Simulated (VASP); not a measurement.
# Si (Ibca) in VASP: single point with PBE

Aim: the single point of Si with PBE.

Program: VASP 6.6.1. These are calculated values, not measurements. Logs are shortened: lines on timing, memory, paths and dates and some standing lists are left out, and cuts for length are marked.

## 1. The cell of the first run

The structure is orthorhombic, space group Ibca (No. 73). Conventional cell: a = 6.636 Å, b = 6.636 Å, c = 6.835 Å, α = 90.00°, β = 90.00°, γ = 90.00°. Si (site symmetry 1) has 4 Si at 2.35 to 2.43 Å within 3.1 Å.

## 2. Single point, PBE (z stretched by +3 %, then relaxed in part)

File INCAR:

```
SYSTEM = Si
  ALGO = Normal
  EDIFF = 1E-7
  ENCUT = 520
  GGA = PE
  ISIF = 2
  ISMEAR = -1
  LASPH = .True.
  LCHARG = .False.
  LREAL = .False.
  LWAVE = .False.
  NBANDS = 26
  NELM = 80
  PREC = Accurate
  SIGMA = 0.05
```

File KPOINTS:

```
k-points
0
Gamma
  10 10 10
  0 0 0
```

File POSCAR:

```
Si
1.0
   -3.3180000000      3.3180000000      3.4175400000
    3.3180000000     -3.3180000000      3.4175400000
    3.3180000000      3.3180000000     -3.4175400000
Si
8
Direct
    0.2016290869      0.2028906844      0.2014261513
    0.5014645330      0.0002029356      0.2985738487
    0.2983709131      0.4997970644      0.0012615975
   -0.0014645330      0.2971093156      0.4987384025
    0.7983709131      0.7971093156      0.7985738487
    0.4985354670     -0.0002029356      0.7014261513
    0.7016290869      0.5002029356     -0.0012615975
    0.0014645330      0.7028906844      0.5012615975
```

Potentials or basis: VASP PAW PBE potentials, release 64 (Si).

Launch:

```bash
$ cat potpaw_PBE.64/Si/POTCAR > POTCAR
$ mpirun -np 1 vasp_std > vasp.out
```

OUTCAR:

```text
SYSTEM = Si
   EDIFF = 1E-7
   ENCUT = 520
   GGA = PE
   ISIF = 2
   ISMEAR = -1
   LASPH = .True.
   LREAL = .False.
   NELM = 80
   PREC = Accurate

 ion  position               nearest neighbor table
   1  0.202  0.203  0.201-   5 2.35   2 2.40   4 2.41   3 2.43
   2  0.501  0.000  0.299-   6 2.35   1 2.40   3 2.41   4 2.43
   3  0.298  0.500  0.001-   7 2.35   4 2.40   2 2.41   1 2.43
   4  0.999  0.297  0.499-   8 2.35   3 2.40   1 2.41   2 2.43
   5  0.798  0.797  0.799-   1 2.35   6 2.40   8 2.41   7 2.43
   6  0.499  1.000  0.701-   2 2.35   5 2.40   7 2.41   8 2.43
   7  0.702  0.500  0.999-   3 2.35   8 2.40   6 2.41   5 2.43
   8  0.001  0.703  0.501-   4 2.35   7 2.40   5 2.41   6 2.43

  LATTYP: Found a body centered tetragonal cell.
 ALAT       =     6.6360000000
 C/A-ratio  =     1.0300000000

  Lattice vectors:

 A1 = (  -3.3180000000,   3.3180000000,   3.4175400000)
 A2 = (   3.3180000000,  -3.3180000000,   3.4175400000)
 A3 = (   3.3180000000,   3.3180000000,  -3.4175400000)

Analysis of symmetry for initial positions (statically):
=====================================================================
 Subroutine PRICEL returns:
 Original cell was already a primitive cell.

 Routine SETGRP: Setting up the symmetry group for a
 body centered tetragonal supercell.

 Subroutine GETGRP returns: Found  8 space group operations
 (whereof  2 operations were pure point group operations)
 out of a pool of 16 trial point group operations.

The static configuration has the point symmetry S_2 .
 The point group associated with its full space group is D_2h.

Analysis of symmetry for dynamics (positions and initial velocities):
=====================================================================
 Subroutine PRICEL returns:
 Original cell was already a primitive cell.

 Routine SETGRP: Setting up the symmetry group for a
 body centered tetragonal supercell.

 Subroutine GETGRP returns: Found  8 space group operations
 (whereof  2 operations were pure point group operations)
 out of a pool of 16 trial point group operations.

The dynamic configuration has the point symmetry S_2 .
 The point group associated with its full space group is D_2h.

 Subroutine INISYM returns: Found  8 space group operations
 (whereof  2 operations are pure point group operations),
 and found     1 'primitive' translations

----------------------------------------------------------------------------------------

                                     Primitive cell

  volume of cell :     150.4965

  direct lattice vectors                    reciprocal lattice vectors
    -3.318000000  3.318000000  3.417540000     0.000000000  0.150693189  0.146304067
     3.318000000 -3.318000000  3.417540000     0.150693189  0.000000000  0.146304067
     3.318000000  3.318000000 -3.417540000     0.150693189  0.150693189  0.000000000

  length of vectors
     5.804983002  5.804983002  5.804983002     0.210031705  0.210031705  0.213112351

  position of ions in fractional coordinates (direct lattice)
     0.201629087  0.202890684  0.201426151
     0.501464533  0.000202936  0.298573849
     0.298370913  0.499797064  0.001261597
     0.998535467  0.297109316  0.498738403
     0.798370913  0.797109316  0.798573849
     0.498535467  0.999797064  0.701426151
     0.701629087  0.500202936  0.998738403
     0.001464533  0.702890684  0.501261597

  ion indices of the primitive-cell ions
   primitive index   ion index
                 1           1
                 2           2
                 3           3
                 4           4
                 5           5
                 6           6
                 7           7
                 8           8

----------------------------------------------------------------------------------------

 KPOINTS: k-points

Automatic generation of k-mesh.
 Grid dimensions read from file:
 generate k-points for:   10   10   10

 Generating k-lattice:

  Cartesian coordinates                     Fractional coordinates (reciprocal lattice)
     0.000000000  0.015069319  0.014630407     0.100000000 -0.000000000  0.000000000
     0.015069319  0.000000000  0.014630407    -0.000000000  0.100000000  0.000000000
     0.015069319  0.015069319  0.000000000     0.000000000  0.000000000  0.100000000

  Length of vectors
     0.021003170  0.021003170  0.021311235

  Shift w.r.t. Gamma in fractional coordinates (k-lattice)
     0.000000000  0.000000000  0.000000000

 Subroutine IBZKPT returns following result:
 ===========================================

 Found    171 irreducible k-points:

 Following reciprocal coordinates:
            Coordinates               Weight
  0.000000  0.000000  0.000000      1.000000
  0.100000  0.000000  0.000000      4.000000
  0.000000  0.100000  0.000000      4.000000
  0.200000  0.000000  0.000000      4.000000
  0.000000  0.200000  0.000000      4.000000
  0.300000 -0.000000  0.000000      4.000000
[... 16 lines left out ...]
 -0.300000  0.100000 -0.000000      8.000000
  0.000000 -0.200000 -0.100000      8.000000
 [... further k-points ...]
   k-points           NKPTS =    171   k-points in BZ     NKDIM =    171   number of bands    NBANDS=     26
   number of dos      NEDOS =    301   number of ions     NIONS =      8
   total plane-waves  NPLWV = 110592
   dimension x,y,z NGX =    48 NGY =   48 NGZ =   48
   dimension x,y,z NGXF=    96 NGYF=   96 NGZF=   96
   ions per type =               8
   NGX,Y,Z   is equivalent  to a cutoff of  13.75, 13.75, 13.75 a.u.
   NGXF,Y,Z  is equivalent  to a cutoff of  27.49, 27.49, 27.49 a.u.
 SYSTEM =  Si
   PREC   = accura    normal or accurate (medium, high low for compatibility)
   ISTART =      0    job   : 0-new  1-cont  2-samecut
   ICHARG =      2    charge: 1-file 2-atom 10-const
   ISPIN  =      1    spin polarized calculation?
   LNONCOLLINEAR =      F non collinear calculations
   LSORBIT =      F    spin-orbit coupling
   LASPH  =      T    aspherical Exc in radial PAW
   ENCUT  =  520.0 eV  38.22 Ry    6.18 a.u.  10.79 10.79 10.79*2*pi/ulx,y,z
   NELM   =     80;   NELMIN=  2; NELMDL= -5     # of ELM steps
   EDIFF  = 0.1E-06   stopping-criterion for ELM
   LREAL  =      F    real-space projection
   EDIFFG = 0.1E-05   stopping-criterion for IOM
   NSW    =      0    number of steps for IOM
   IBRION =     -1    ionic relax: 0-MD 1-quasi-New 2-CG
   NFREE  =      0    steps in history (QN), initial steepest desc. (CG)
   ISIF   =      2    stress and relaxation
   ISYM   =      2    0-nonsym 1-usesym 2-fastsym
   POTIM  = 0.5000    time-step for ionic-motion
   TEBEG  =    0.0;   TEEND  =   0.0 temperature during run
   PSTRESS=    0.0 pullay stress
   NELECT =      32.0000    total number of electrons
   NUPDOWN=      -1.0000    fix difference up-down
   EMIN   =  10.00;   EMAX   =-10.00  energy-range for DOS
   EFERMI =   0.00;   METHOD = LEGACY
   ISMEAR =    -1;   SIGMA  =   0.05  broadening in eV -4-tet -1-fermi 0-gaus
   EFERMI_NEDOS =   21; number of points for ismear=-14 and -15
   IALGO  =     38    algorithm
   IMIX   =      4    mixing-type and parameters
     AMIX     =   0.40;   BMIX     =  1.00
     AMIX_MAG =   1.60;   BMIX_MAG =  1.00
  volume/ion in A,a.u.               =      18.81       126.95
  Fermi-wavevector in a.u.,A,eV,Ry     =   0.977123  1.846495 12.990434  0.954770
  Thomas-Fermi vector in A             =   2.107796
   LORBIT       =      0    0 simple, 1 ext, 2 COOP (PROOUT), +10 PAW based schemes
   GGA     = PE    functional components
   LHFCALC =     F    Hartree Fock is set to
   AEXX    =    0.0000 exact exchange contribution
   IVDW    =     0    specifies the selected vdW correction
   LEPSILON=     F    determine dielectric tensor
   LRPA    =     F    only Hartree local field effects (RPA)
 non-spin polarized calculation
  energy-cutoff  :      520.00
  volume of cell :      150.50
 maximum number of plane-waves:      4089
 NGX is ok and might be reduce to    48
   NGX = 21   NGY = 21   NGZ = 21

 number of electron      32.0000000 magnetization

 Free energy of the ion-electron system (eV)
  ---------------------------------------------------
  ext. energy  EPLUGINS =         0.00000000
  ---------------------------------------------------
  free energy    TOTEN  =       -42.08594782 eV

  energy without entropy =      -42.08038361  energy(sigma->0) =      -42.08316571

 E-fermi :   6.8220     XC(G=0):  -9.8483

 val. band max:        6.8165413950   @ k =  -0.4000   0.5000   0.5000
 cond. band min:       6.8310424305   @ k =   0.5000   0.5000   0.4000
 fundamental gap:      0.0145010355
 Fermi energy:         6.8219764876

 k-point     1 :       0.0000    0.0000    0.0000
  band No.  band energies     occupation
      1      -5.6873      2.00000
      2      -1.4664      2.00000
      3      -1.1989      2.00000
      4      -1.1799      2.00000
      5      -1.0102      2.00000
      6       0.3869      2.00000
[... 18 lines left out ...]
     25      12.1835      0.00000
     26      12.4825      0.00000

 k-point     2 :       0.1000    0.0000    0.0000
  band No.  band energies     occupation
      1      -5.6281      2.00000
      2      -1.7165      2.00000
      3      -1.4179      2.00000
      4      -1.1680      2.00000
      5      -1.0071      2.00000
      6       0.3124      2.00000
[... 18 lines left out ...]
     25      12.1192      0.00000
     26      12.3841      0.00000

 k-point     3 :       0.0000    0.1000    0.0000
  band No.  band energies     occupation
      1      -5.6281      2.00000
      2      -1.6952      2.00000
      3      -1.3719      2.00000
      4      -1.3131      2.00000
      5      -0.9385      2.00000
      6       0.4096      2.00000
[... 18 lines left out ...]
     25      12.1213      0.00000
     26      12.1424      0.00000

 k-point     4 :       0.2000    0.0000    0.0000
  band No.  band energies     occupation
      1      -5.4512      2.00000
      2      -2.2677      2.00000
      3      -1.7369      2.00000
      4      -1.4662      2.00000
      5      -0.7833      2.00000
      6       0.1188      2.00000
[... 18 lines left out ...]
     25      11.8436      0.00000
     26      12.0841      0.00000

 k-point     5 :       0.0000    0.2000    0.0000
  band No.  band energies     occupation
      1      -5.4510      2.00000
      2      -2.2574      2.00000
      3      -1.6758      2.00000
      4      -1.5719      2.00000
      5      -0.7827      2.00000
      6       0.1898      2.00000
[... 18 lines left out ...]
     25      11.8100      0.00000
     26      11.8179      0.00000

 k-point     6 :       0.3000   -0.0000    0.0000
  band No.  band energies     occupation
      1      -5.1584      2.00000
      2      -2.9597      2.00000
      3      -1.9325      2.00000
      4      -1.7382      2.00000
      5      -0.6200      2.00000
      6      -0.0915      2.00000
[... 427 lines left out ...]
 k-point    21 :      -0.4000    0.1000    0.0000
  band No.  band energies     occupation
      1      -4.9185      2.00000
      2      -3.2821      2.00000
      3      -2.2426      2.00000
      4      -1.9130      2.00000
      5      -0.4815      2.00000
      6       0.1039      2.00000
[... 18 lines left out ...]
     25      10.9572      0.00000
     26      11.6468      0.00000

 k-point    22 :       0.0000   -0.3000   -0.1000
  band No.  band energies     occupation
      1      -4.9175      2.00000
      2      -3.2737      2.00000
      3      -2.2964      2.00000
      4      -1.8557      2.00000
      5      -0.4670      2.00000
      6      -0.1117      2.00000
[... 18 lines left out ...]
     25      11.1445      0.00000
     26      11.8115      0.00000

 k-point    23 :      -0.3000    0.1000   -0.0000
  band No.  band energies     occupation
      1      -5.2694      2.00000
      2      -2.6053      2.00000
      3      -2.0231      2.00000
      4      -1.7602      2.00000
      5      -0.6009      2.00000
      6       0.2163      2.00000
[... 18 lines left out ...]
     25      11.3300      0.00000
     26      11.8981      0.00000

 k-point    24 :       0.0000   -0.2000   -0.1000
  band No.  band energies     occupation
      1      -5.2689      2.00000
      2      -2.5811      2.00000
      3      -2.1034      2.00000
      4      -1.6935      2.00000
      5      -0.6416      2.00000
      6       0.1014      2.00000
[... 18 lines left out ...]
     25      11.5971      0.00000
     26      11.8412      0.00000

 [... further k-points ...]

------------------------ aborting loop because EDIFF is reached ----------------------------------------

  FORCE on cell =-STRESS in cart. coord.  units (eV):
  Direction    XX          YY          ZZ          XY          YZ          ZX
  --------------------------------------------------------------------------------------
  -------------------------------------------------------------------------------------
  Total       -0.3481290     -0.3401671     -3.9764321      0.0000000      0.0000000      0.0000000
  in kB       -3.7061626     -3.6214002    -42.3328774      0.0000000      0.0000000      0.0000000
  external PRESSURE =     -16.5534800 kB  Pullay stress =       0.0000000 kB

 VOLUME and BASIS-vectors are now :
 -----------------------------------------------------------------------------
  energy-cutoff  :      520.00
  volume of cell :      150.50
      direct lattice vectors                 reciprocal lattice vectors
    -3.318000000  3.318000000  3.417540000     0.000000000  0.150693189  0.146304067
     3.318000000 -3.318000000  3.417540000     0.150693189  0.000000000  0.146304067
     3.318000000  3.318000000 -3.417540000     0.150693189  0.150693189  0.000000000

 POSITION                                       TOTAL-FORCE (eV/Angst)
 -----------------------------------------------------------------------------------
      0.67252      0.66415      0.69408        -0.001053     -0.000031     -0.001980
     -0.67252      2.65385      0.69408         0.001053      0.000031     -0.001980
      0.67252     -0.66415      2.72346        -0.001053      0.000031      0.001980
     -0.67252      3.98215      2.72346         0.001053     -0.000031      0.001980
      2.64548      2.65385      2.72346         0.001053      0.000031      0.001980
      3.99052      0.66415      2.72346        -0.001053     -0.000031      0.001980
      2.64548      3.98215      0.69408         0.001053     -0.000031     -0.001980
      3.99052     -0.66415      0.69408        -0.001053      0.000031     -0.001980
 -----------------------------------------------------------------------------------
    total drift:                                0.000000     -0.000000      0.000000

  FREE ENERGIE OF THE ION-ELECTRON SYSTEM (eV)
  ---------------------------------------------------
  free  energy   TOTEN  =       -42.0859478194 eV

  energy  without entropy=      -42.0803836091  energy(sigma->0) =      -42.08316571
```

Run time: 24 min. Hardware: 1 thread of Intel Xeon 8259CL, shared host; peak memory 0.58 GiB.

Results:

```
Free energy            : -42.0859 eV
Pressure               : -1.7 GPa
Band gap on the k mesh : zero (bands 16 and 17 overlap by 0.09 eV)
```

Forces in eV/Å, atoms in the order of the input:
```
Si  -0.001  0.000 -0.002
Si   0.001  0.000 -0.002
Si  -0.001  0.000  0.002
Si   0.001  0.000  0.002
Si   0.001  0.000  0.002
Si  -0.001  0.000  0.002
Si   0.001  0.000 -0.002
Si  -0.001  0.000 -0.002
```

Caveat: the cell differs from its parent crystal (z stretched by +3 %, then relaxed in part); semilocal functionals underestimate gaps, and a narrow one can read as zero.
